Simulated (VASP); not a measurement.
Crystal: Si.

```
Si
1.0
     0.00000    2.72185    2.72185
     2.72185    0.00000    2.72185
     2.72185    2.72185    0.00000
Si
2
Direct
  0.75000 0.75000 0.75000
  0.50000 0.50000 0.50000
```

| Property | Result |
| --- | --- |
| Program | VASP 6.6.1 |
| Task | relaxation of cell and atoms |
| Functional | LDA |
| Potentials or basis | VASP PAW LDA potentials, release 64 (Si) |
| Cutoff | 600 eV |
| k mesh | 8 × 8 × 8 |
| Occupations | gaussian, width 0.02 eV |
| Spin | no spin polarisation |

At the start: pressure -2.1 GPa; volume 20.16 Å³/atom.

Problem. How do energy, volume and symmetry change on relaxing?

Solution. Over 3 steps the energy falls by 3.0 meV/atom and the volume is 19.72 Å³/atom (-2.2 %); space group Fd-3m (No. 227, to 0.05 Å).

Step by step:
| step | energy change (eV) | largest force (eV/Å) | pressure (GPa) | volume (Å³) |
| --- | --- | --- | --- | --- |
| 1 | 0.0000 | 0.0000 | -2.07 | 40.33 |
| 2 | -0.0030 | 0.0000 | 1.55 | 38.83 |
| 3 | -0.0059 | 0.0000 | 0.00 | 39.44 |

Final structure:
```cif
data_structure
_symmetry_space_group_name_H-M 'P 1'
_symmetry_Int_Tables_number 1
_cell_length_a 3.8206
_cell_length_b 3.8206
_cell_length_c 3.8206
_cell_angle_alpha 60.000
_cell_angle_beta 60.000
_cell_angle_gamma 60.000
_cell_volume 39.44
loop_
_atom_site_label
_atom_site_type_symbol
_atom_site_fract_x
_atom_site_fract_y
_atom_site_fract_z
_atom_site_occupancy
Si1 Si 0.75000 0.75000 0.75000 1
Si2 Si 0.50000 0.50000 0.50000 1
```
